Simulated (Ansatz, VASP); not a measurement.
## One calculation of SbSe2, two programs

Contents of INCAR:

```
SYSTEM = SbSe2
PREC = Accurate ; ENCUT = 520
EDIFF = 1E-7 ; ISMEAR = 0
SIGMA = 0.1 ; LREAL = .False.
LASPH = .True. ; NELM = 100
ALGO = Normal ; ISIF = 2
LWAVE = .False. ; LCHARG = .True.
GGA = PE ; LELF = .True.
LVHAR = .True. ; NBANDS = 26
```

KPOINTS

```
Automatic mesh
0
Gamma
  6 6 6
  0 0 0
```

POSCAR

```
SbSe2
1.0
   -2.2675494521      2.2675494521      7.8842133884
    2.2675494521     -2.2675494521      7.8842133884
    2.2675494521      2.2675494521     -7.8842133884
Sb Se
2 4
Direct
    0.0000000000      0.0000000000      0.0000000000
    0.7500000000      0.2500000000      0.5000000000
    0.4165000000      0.4165000000      0.0000000000
    0.1665000000      0.6665000000      0.5000000000
    0.3335000000      0.8335000000      0.5000000000
    0.5835000000      0.5835000000      0.0000000000
```

Input for Ansatz:

```yaml
crystal:
  lattice:
    - [-2.2675494521, 2.2675494521, 7.8842133884]
    - [2.2675494521, -2.2675494521, 7.8842133884]
    - [2.2675494521, 2.2675494521, -7.8842133884]
  atoms:
    - { symbol: Sb, position: [0.0, 0.0, 0.0] }
    - { symbol: Sb, position: [0.75, 0.25, 0.5] }
    - { symbol: Se, position: [0.4165, 0.4165, 0.0] }
    - { symbol: Se, position: [0.1665, 0.6665, 0.5] }
    - { symbol: Se, position: [0.3335, 0.8335, 0.5] }
    - { symbol: Se, position: [0.5835, 0.5835, 0.0] }
basis:
  ecutwfc: 420
kpoints:
  mp_grid: { grid: [6, 6, 6] }
hamiltonian:
  xc: pbe
scf:
  occupations: { method: gaussian, width: 0.1 }
  lower_state_search: "off"
output:
  forces: true
  stress: true
  eigenvalues: true
```

Alike in both runs: task single point; functional PBE; k mesh 6 × 6 × 6; occupations gaussian, width 0.1 eV; no spin polarisation.

```csv
,VASP,Ansatz
version,VASP 6.6.1,Ansatz 0.2.0
potentials or method,"VASP PAW PBE potentials, release 64 (Sb, Se), cutoff 520 eV","scalar-relativistic, plane waves, PAW"
valence electrons in the cell,34,94
```

|  | VASP | Ansatz | Ansatz less VASP |
| --- | --- | --- | --- |
| gap on the k mesh at the Fermi level (eV) | none | none | - |
| pressure (GPa) | -0.5 | -0.5 | +0.05 |
| traceless stress, the component that is largest in VASP (GPa) | 2.50 | 2.49 | -0.007 |
| rms of the force components (eV/Å) | 0.247 | 0.248 | +0.0005 |

Atom by atom the forces differ by 0.000 eV/Å (rms over components). A gap of «none» marks a metal or a gap that the smearing closes. The functional is the same, so the differences come from potentials, cutoffs and numerics. VASP's potentials hold 34 valence electrons a cell and Ansatz's 94, so a difference there can come from the potentials and not from the codes.

Spin-orbit coupling is off throughout.
